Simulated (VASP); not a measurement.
# AlN (I-4m2) in VASP: a series of runs

Runs on AlN. Level: PBE. Tasks: single point.

Everything below comes from runs of VASP 6.6.1. Logs are shortened: lines on timing, memory, paths and dates and some standing lists are left out, and cuts for length are marked.

## (1) The cell of the first run

The structure is tetragonal, space group I-4m2 (No. 119). The conventional cell has a = 3.207 Å, b = 3.207 Å, c = 4.271 Å, α = 90.00°, β = 90.00°, γ = 90.00°. Within 2.6 Å of Al (site symmetry -4m2) lie 4 N at 1.93 Å. N (site symmetry -4m2) has 4 Al at 1.93 Å within 2.6 Å.

## (2) Single point, PBE (strain +0.030 along x and y, -0.030 along z)

File INCAR:

```
PREC     = Accurate       # precision mode
ENCUT    = 520            # plane-wave cutoff, eV
EDIFF    = 1E-6           # SCF threshold, eV
ISMEAR   = 0              # smearing method
SIGMA    = 0.05           # smearing width, eV
LREAL    = False          # projectors in reciprocal space
LASPH    = True           # aspherical terms in the spheres
NELM     = 60             # most SCF steps
ALGO     = Normal         # electronic algorithm
ISIF     = 2              # what is computed and relaxed
LWAVE    = False          # write WAVECAR
LCHARG   = False          # write CHGCAR
GGA      = PE             # functional
NBANDS   = 11             # bands
```

File KPOINTS:

```
regular mesh
0
Gamma
  10 10 10
```

File POSCAR:

```
AlN
1.0
    0.0000000000      2.2676347174      2.1355394912
    2.2676347174      0.0000000000      2.1355394912
    2.2676347174      2.2676347174      0.0000000000
Al N
1 1
Direct
    0.0000000000      0.0000000000      0.0000000000
    0.7500000000      0.7500000000      0.7500000000
```

Potentials or basis: VASP PAW PBE potentials, release 64 (Al, N).

On the command line:

```bash
cat potpaw_PBE.64/Al/POTCAR potpaw_PBE.64/N/POTCAR > POTCAR
mpirun -np 1 vasp_std > vasp.out
```

OUTCAR:

```text
PREC = Accurate
   ENCUT = 520
   EDIFF = 1E-6
   ISMEAR = 0
   LREAL = False
   LASPH = True
   NELM = 60
   ISIF = 2
   GGA = PE

 ion  position               nearest neighbor table
   1  0.000  0.000  0.000-   2 1.93   2 1.93   2 1.93   2 1.93
   2  0.750  0.750  0.750-   1 1.93   1 1.93   1 1.93   1 1.93

  LATTYP: Found a body centered tetragonal cell.
 ALAT       =     3.2069197719
 C/A-ratio  =     1.3318321898

  Lattice vectors:

 A1 = (   0.0000000000,  -2.2676347174,  -2.1355394912)
 A2 = (   0.0000000000,   2.2676347174,  -2.1355394912)
 A3 = (   2.2676347174,   0.0000000000,   2.1355394912)

Analysis of symmetry for initial positions (statically):
=====================================================================
 Subroutine PRICEL returns:
 Original cell was already a primitive cell.

 Routine SETGRP: Setting up the symmetry group for a
 body centered tetragonal supercell.

 Subroutine GETGRP returns: Found  8 space group operations
 (whereof  8 operations were pure point group operations)
 out of a pool of 16 trial point group operations.

The static configuration has the point symmetry D_2d.

Analysis of symmetry for dynamics (positions and initial velocities):
=====================================================================
 Subroutine PRICEL returns:
 Original cell was already a primitive cell.

 Routine SETGRP: Setting up the symmetry group for a
 body centered tetragonal supercell.

 Subroutine GETGRP returns: Found  8 space group operations
 (whereof  8 operations were pure point group operations)
 out of a pool of 16 trial point group operations.

The dynamic configuration has the point symmetry D_2d.

 Subroutine INISYM returns: Found  8 space group operations
 (whereof  8 operations are pure point group operations),
 and found     1 'primitive' translations

----------------------------------------------------------------------------------------

                                     Primitive cell

  volume of cell :      21.9626

  direct lattice vectors                    reciprocal lattice vectors
     0.000000000  2.267634717  2.135539491    -0.220494066  0.220494066  0.234132875
     2.267634717  0.000000000  2.135539491     0.220494066 -0.220494066  0.234132875
     2.267634717  2.267634717  0.000000000     0.220494066  0.220494066 -0.234132875

  length of vectors
     3.114915108  3.114915108  3.206919772     0.389940341  0.389940341  0.389940341

  position of ions in fractional coordinates (direct lattice)
     0.000000000  0.000000000  0.000000000
     0.750000000  0.750000000  0.750000000

  ion indices of the primitive-cell ions
   primitive index   ion index
                 1           1
                 2           2

----------------------------------------------------------------------------------------

 KPOINTS: regular mesh

Automatic generation of k-mesh.
 Grid dimensions read from file:
 generate k-points for:   10   10   10

 Generating k-lattice:

  Cartesian coordinates                     Fractional coordinates (reciprocal lattice)
    -0.022049407  0.022049407  0.023413287     0.100000000 -0.000000000  0.000000000
     0.022049407 -0.022049407  0.023413287    -0.000000000  0.100000000  0.000000000
     0.022049407  0.022049407 -0.023413287     0.000000000  0.000000000  0.100000000

  Length of vectors
     0.038994034  0.038994034  0.038994034

  Shift w.r.t. Gamma in fractional coordinates (k-lattice)
     0.000000000  0.000000000  0.000000000

 Subroutine IBZKPT returns following result:
 ===========================================

 Found    102 irreducible k-points:

 Following reciprocal coordinates:
            Coordinates               Weight
  0.000000  0.000000  0.000000      1.000000
  0.100000  0.000000  0.000000      8.000000
  0.200000  0.000000  0.000000      8.000000
  0.300000  0.000000  0.000000      8.000000
  0.400000  0.000000  0.000000      8.000000
  0.500000  0.000000  0.000000      4.000000
[... 16 lines left out ...]
  0.300000  0.300000  0.000000      2.000000
  0.400000  0.300000  0.000000      8.000000
 [... further k-points ...]
   k-points           NKPTS =    102   k-points in BZ     NKDIM =    102   number of bands    NBANDS=     11
   number of dos      NEDOS =    301   number of ions     NIONS =      2
   total plane-waves  NPLWV =  13824
   dimension x,y,z NGX =    24 NGY =   24 NGZ =   24
   dimension x,y,z NGXF=    48 NGYF=   48 NGZF=   48
   ions per type =               1   1
   NGX,Y,Z   is equivalent  to a cutoff of  12.81, 12.81, 12.44 a.u.
   NGXF,Y,Z  is equivalent  to a cutoff of  25.62, 25.62, 24.88 a.u.
 SYSTEM =  unknown system
   PREC   = accura    normal or accurate (medium, high low for compatibility)
   ISTART =      0    job   : 0-new  1-cont  2-samecut
   ICHARG =      2    charge: 1-file 2-atom 10-const
   ISPIN  =      1    spin polarized calculation?
   LNONCOLLINEAR =      F non collinear calculations
   LSORBIT =      F    spin-orbit coupling
   LASPH  =      T    aspherical Exc in radial PAW
   ENCUT  =  520.0 eV  38.22 Ry    6.18 a.u.   5.79  5.79  5.96*2*pi/ulx,y,z
   NELM   =     60;   NELMIN=  2; NELMDL= -5     # of ELM steps
   EDIFF  = 0.1E-05   stopping-criterion for ELM
   LREAL  =      F    real-space projection
   EDIFFG = 0.1E-04   stopping-criterion for IOM
   NSW    =      0    number of steps for IOM
   IBRION =     -1    ionic relax: 0-MD 1-quasi-New 2-CG
   NFREE  =      0    steps in history (QN), initial steepest desc. (CG)
   ISIF   =      2    stress and relaxation
   ISYM   =      2    0-nonsym 1-usesym 2-fastsym
   POTIM  = 0.5000    time-step for ionic-motion
   TEBEG  =    0.0;   TEEND  =   0.0 temperature during run
   PSTRESS=    0.0 pullay stress
   NELECT =       8.0000    total number of electrons
   NUPDOWN=      -1.0000    fix difference up-down
   EMIN   =  10.00;   EMAX   =-10.00  energy-range for DOS
   EFERMI =   0.00;   METHOD = LEGACY
   ISMEAR =     0;   SIGMA  =   0.05  broadening in eV -4-tet -1-fermi 0-gaus
   EFERMI_NEDOS =   21; number of points for ismear=-14 and -15
   IALGO  =     38    algorithm
   IMIX   =      4    mixing-type and parameters
     AMIX     =   0.40;   BMIX     =  1.00
     AMIX_MAG =   1.60;   BMIX_MAG =  1.00
  volume/ion in A,a.u.               =      10.98        74.11
  Fermi-wavevector in a.u.,A,eV,Ry     =   1.169168  2.209407 18.598533  1.366954
  Thomas-Fermi vector in A             =   2.305644
   LORBIT       =      0    0 simple, 1 ext, 2 COOP (PROOUT), +10 PAW based schemes
   GGA     = PE    functional components
   LHFCALC =     F    Hartree Fock is set to
   AEXX    =    0.0000 exact exchange contribution
   IVDW    =     0    specifies the selected vdW correction
   LEPSILON=     F    determine dielectric tensor
   LRPA    =     F    only Hartree local field effects (RPA)
 non-spin polarized calculation
 Gauss-broadening in eV      SIGMA  =   0.05
  energy-cutoff  :      520.00
  volume of cell :       21.96
 maximum number of plane-waves:       604
   NGX = 11   NGY = 11   NGZ = 11

 number of electron       8.0000002 magnetization

 Free energy of the ion-electron system (eV)
  ---------------------------------------------------
  ext. energy  EPLUGINS =         0.00000000
  ---------------------------------------------------
  free energy    TOTEN  =       -14.81645428 eV

  energy without entropy =      -14.81645428  energy(sigma->0) =      -14.81645428

 E-fermi :   5.8666     XC(G=0): -10.7091

 val. band max:        5.6442873213   @ k =   0.0000   0.0000   0.0000
 cond. band min:       8.6436862992   @ k =   0.5000   0.5000   0.0000
 fundamental gap:      2.9993989779
 Fermi energy:         5.8666164481

 k-point     1 :       0.0000    0.0000    0.0000
  band No.  band energies     occupation
      1      -9.1912      2.00000
      2       5.4242      2.00000
      3       5.4242      2.00000
      4       5.6443      2.00000
      5       9.2148      0.00000
      6      17.4942      0.00000
      7      17.5761      0.00000
      8      17.5761      0.00000
      9      21.8368      0.00000
     10      23.3760      0.00000
     11      23.3886      0.00000

 k-point     2 :       0.1000    0.0000    0.0000
  band No.  band energies     occupation
      1      -9.0534      2.00000
      2       4.6772      2.00000
      3       5.3558      2.00000
      4       5.5410      2.00000
      5       9.8939      0.00000
      6      17.0925      0.00000
      7      17.6371      0.00000
      8      17.7368      0.00000
      9      20.8737      0.00000
     10      21.7819      0.00000
     11      23.8038      0.00000

 k-point     3 :       0.2000    0.0000    0.0000
  band No.  band energies     occupation
      1      -8.6624      2.00000
      2       3.1221      2.00000
      3       5.1856      2.00000
      4       5.4450      2.00000
      5      11.0189      0.00000
      6      16.2467      0.00000
      7      17.3273      0.00000
      8      17.9757      0.00000
      9      20.7579      0.00000
     10      21.0246      0.00000
     11      22.8545      0.00000

 k-point     4 :       0.3000    0.0000    0.0000
  band No.  band energies     occupation
      1      -8.0980      2.00000
      2       1.5479      2.00000
      3       4.9910      2.00000
      4       5.3425      2.00000
      5      11.8360      0.00000
      6      15.5211      0.00000
      7      16.5821      0.00000
      8      17.7017      0.00000
      9      21.4929      0.00000
     10      22.0212      0.00000
     11      22.6809      0.00000

 k-point     5 :       0.4000    0.0000    0.0000
  band No.  band energies     occupation
      1      -7.5399      2.00000
      2       0.3332      2.00000
      3       4.8444      2.00000
      4       5.2662      2.00000
      5      12.1990      0.00000
      6      15.1267      0.00000
      7      16.0007      0.00000
      8      17.2103      0.00000
      9      22.2689      0.00000
     10      23.7704      0.00000
     11      23.8588      0.00000
[... 211 lines left out ...]
 k-point    21 :      -0.3000    0.2000    0.0000
  band No.  band energies     occupation
      1      -7.4246      2.00000
      2       1.1371      2.00000
      3       3.6120      2.00000
      4       4.7339      2.00000
      5      12.9859      0.00000
      6      13.7531      0.00000
      7      17.0412      0.00000
      8      17.3054      0.00000
      9      21.4025      0.00000
     10      22.9425      0.00000
     11      26.7206      0.00000

 k-point    22 :      -0.2000    0.2000    0.0000
  band No.  band energies     occupation
      1      -7.9491      2.00000
      2       1.9424      2.00000
      3       4.0611      2.00000
      4       5.0322      2.00000
      5      12.6064      0.00000
      6      14.5949      0.00000
      7      16.9302      0.00000
      8      17.1881      0.00000
      9      20.0336      0.00000
     10      22.8633      0.00000
     11      27.1213      0.00000

 k-point    23 :       0.3000    0.3000    0.0000
  band No.  band energies     occupation
      1      -7.6446      2.00000
      2       2.2056      2.00000
      3       4.0549      2.00000
      4       4.0549      2.00000
      5      10.8132      0.00000
      6      14.3077      0.00000
      7      17.5971      0.00000
      8      19.0943      0.00000
      9      19.0943      0.00000
     10      24.6703      0.00000
     11      28.0291      0.00000

 k-point    24 :       0.4000    0.3000    0.0000
  band No.  band energies     occupation
      1      -7.2052      2.00000
      2       1.6108      2.00000
      3       3.6995      2.00000
      4       3.8658      2.00000
      5      10.3209      0.00000
      6      14.1080      0.00000
      7      17.7012      0.00000
      8      19.1514      0.00000
      9      19.7885      0.00000
     10      25.7512      0.00000
     11      28.0644      0.00000

 [... further k-points ...]
[... 5 lines left out ...]
  --------------------------------------------------------------------------------------
  -------------------------------------------------------------------------------------
  Total       -1.1027437     -1.1027437     -0.1665524      0.0000000     -0.0000000     -0.0000000
  in kB      -80.4454282    -80.4454282    -12.1500376      0.0000000     -0.0000000     -0.0000000
  external PRESSURE =     -57.6802980 kB  Pullay stress =       0.0000000 kB

 VOLUME and BASIS-vectors are now :
 -----------------------------------------------------------------------------
  energy-cutoff  :      520.00
  volume of cell :       21.96
      direct lattice vectors                 reciprocal lattice vectors
     0.000000000  2.267634717  2.135539491    -0.220494066  0.220494066  0.234132875
     2.267634717  0.000000000  2.135539491     0.220494066 -0.220494066  0.234132875
     2.267634717  2.267634717  0.000000000     0.220494066  0.220494066 -0.234132875

 POSITION                                       TOTAL-FORCE (eV/Angst)
 -----------------------------------------------------------------------------------
      0.00000      0.00000      0.00000        -0.000000     -0.000000      0.000000
      3.40145      3.40145      3.20331         0.000000      0.000000     -0.000000
 -----------------------------------------------------------------------------------
    total drift:                               -0.000000     -0.000000      0.000000

  FREE ENERGIE OF THE ION-ELECTRON SYSTEM (eV)
  ---------------------------------------------------
  free  energy   TOTEN  =       -14.8164542790 eV

  energy  without entropy=      -14.8164542790  energy(sigma->0) =      -14.81645428
```

It took 15 s on 1 thread of Intel Xeon Platinum 8488C (Sapphire Rapids), shared host; peak memory 0.14 GiB.

What came out:

* Free energy: -14.8165 eV
* Pressure: -5.8 GPa
* Band gap on the k mesh: 3.00 eV, indirect (least direct gap 3.57 eV)

Stress tensor (GPa, compression positive):
```
-8.04  0.00  0.00
 0.00 -8.04  0.00
 0.00  0.00 -1.22
```

Levels at points of the mesh, in eV from the valence-band top:
| k point | band 2 | band 3 | band 4 | band 5 | band 6 | band 7 |
| --- | --- | --- | --- | --- | --- | --- |
| (0.00, 0.00, 0.00) | -0.22 | -0.22 | 0.00 | 3.57 | 11.85 | 11.93 |
| (0.50, 0.00, 0.00) | -5.79 | -0.85 | -0.41 | 6.63 | 9.37 | 10.15 |
| (0.50, 0.50, 0.00) | -4.52 | -2.18 | -2.18 | 3.00 | 7.52 | 13.77 |
| (0.50, 0.00, 0.50) | -5.09 | -1.71 | -1.70 | 3.24 | 8.45 | 12.74 |

Caveat: the cell differs from its parent crystal (strain +0.030 along x and y, -0.030 along z).

## (3) Single point, PBE (strain +0.015 along x and y, -0.030 along z)

File INCAR:

```
SYSTEM = AlN
PREC = Accurate
ENCUT = 520
EDIFF = 1E-6
ISMEAR = 0
SIGMA = 0.05
LREAL = .FALSE.
LASPH = .TRUE.
NELM = 100
ALGO = Normal
ISIF = 2
LWAVE = .FALSE.
LCHARG = .FALSE.
GGA = PE
NBANDS = 11
```

File KPOINTS:

```
Automatic mesh
0
G
  10 10 10
  0 0 0
```

File POSCAR:

```
AlN
1.0
    0.0000000000      2.2346109109      2.1355394912
    2.2346109109      0.0000000000      2.1355394912
    2.2346109109      2.2346109109      0.0000000000
Al N
1 1
Direct
    0.0000000000      0.0000000000      0.0000000000
    0.7500000000      0.7500000000      0.7500000000
```

Potentials or basis: VASP PAW PBE potentials, release 64 (Al, N).

On the command line:

```bash
cat potpaw_PBE.64/Al/POTCAR potpaw_PBE.64/N/POTCAR > POTCAR
mpirun -np 1 vasp_std > vasp.out
```

Wall time 11 s (1 thread of Intel Xeon Platinum 8488C (Sapphire Rapids), shared host); peak memory 0.14 GiB.

Results (log left out):

```yaml
Free_energy: -14.8364 eV
Pressure: -0.3 GPa
Band_gap_on_the_k_mesh: 3.07 eV, indirect (least direct gap 3.86 eV)
```

Stress tensor (GPa, compression positive):
```
-2.06  0.00  0.00
 0.00 -2.06  0.00
 0.00  0.00  3.18
```

Levels at points of the mesh, in eV from the valence-band top:
| k point | band 2 | band 3 | band 4 | band 5 | band 6 | band 7 |
| --- | --- | --- | --- | --- | --- | --- |
| (0.00, 0.00, 0.00) | -0.17 | -0.17 | 0.00 | 3.86 | 12.18 | 12.24 |
| (0.50, 0.00, 0.00) | -5.87 | -0.77 | -0.42 | 6.98 | 9.60 | 10.48 |
| (0.50, 0.50, 0.00) | -4.66 | -2.11 | -2.11 | 3.07 | 7.88 | 14.04 |
| (0.50, 0.00, 0.50) | -5.09 | -1.74 | -1.74 | 3.27 | 8.59 | 13.24 |

Caveat: the cell differs from its parent crystal (strain +0.015 along x and y, -0.030 along z). A k mesh can miss the band edges.

(Part 1 of 2 ends here.)
